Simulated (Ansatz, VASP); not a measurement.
# One calculation of RbCl, two programs

```
CELL_PARAMETERS angstrom
0.00000 3.27400 3.27400
3.27400 0.00000 3.27400
3.27400 3.27400 0.00000
ATOMIC_POSITIONS crystal
Rb 0.00000 0.00000 0.00000
Cl 0.50000 0.50000 0.50000
```

Alike in both runs: task single point; functional PBEsol; k mesh 6 × 6 × 6; occupations fermi-dirac, width 0.03 eV; no spin polarisation.

```csv
,VASP,Ansatz
version,VASP 6.6.1,Ansatz 0.2.0
potentials or method,"VASP PAW PBE potentials, release 64 (Rb_sv, Cl), cutoff 500 eV","all-electron LAPW, scalar-relativistic"
```

|  | VASP | Ansatz | Ansatz less VASP |
| --- | --- | --- | --- |
| gap on the k mesh at the Fermi level (eV) | 4.89 | 4.89 | +0.004 |
| pressure (GPa) | 0.0 | 0.0 | -0.01 |

VASP's potentials were made for PBE, not for PBEsol. Ansatz ran all-electron here, and VASP with PAW potentials.
